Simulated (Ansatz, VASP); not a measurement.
**InSb in VASP and in Ansatz**

```xyz
4
Lattice="4.0923 0.0000 0.0000 0.0000 4.0923 0.0000 0.0000 0.0000 8.1099" Properties=species:S:1:pos:R:3 pbc="T T T"
In    2.0461    0.0000    8.0612
In    0.0000    2.0461    0.0487
Sb    2.0461    2.0461    4.0549
Sb    0.0000    0.0000    4.0549
```

Alike in both runs: task relaxation of cell and atoms; functional PBE; k mesh 4 × 4 × 2; occupations gaussian, width 0.1 eV; no spin polarisation.

|  | VASP | Ansatz |
| --- | --- | --- |
| version | VASP 6.6.1 | Ansatz 0.2.0 |
| potentials or method | VASP PAW PBE potentials, release 64 (In_d, Sb), cutoff 600 eV | scalar-relativistic, plane waves, PAW |
| valence electrons in the cell | 36 | 56 |

Ansatz gave:

```
gap on the k mesh at the Fermi level, each at its own relaxed structure (eV) : none
relaxed volume (Å³/atom)                                                     : 27.55
relaxed cell length with the largest relative difference (Å)                 : 5.298
```

Task: What did VASP give for the same quantities?

Result: gap on the k mesh at the Fermi level, each at its own relaxed structure (eV): none; relaxed volume (Å³/atom): 27.58; relaxed cell length with the largest relative difference (Å): 5.303.

A gap of «none» marks a metal or a gap that the smearing closes. VASP's potentials hold 36 valence electrons a cell and Ansatz's 56, so a difference there can come from the potentials and not from the codes.

The k mesh is coarse, so the values compare programs but aren't converged. Spin-orbit coupling is off throughout. Noted on VASP's run: the volume moved by over 15 % at a fixed basis, so the end points are rough.
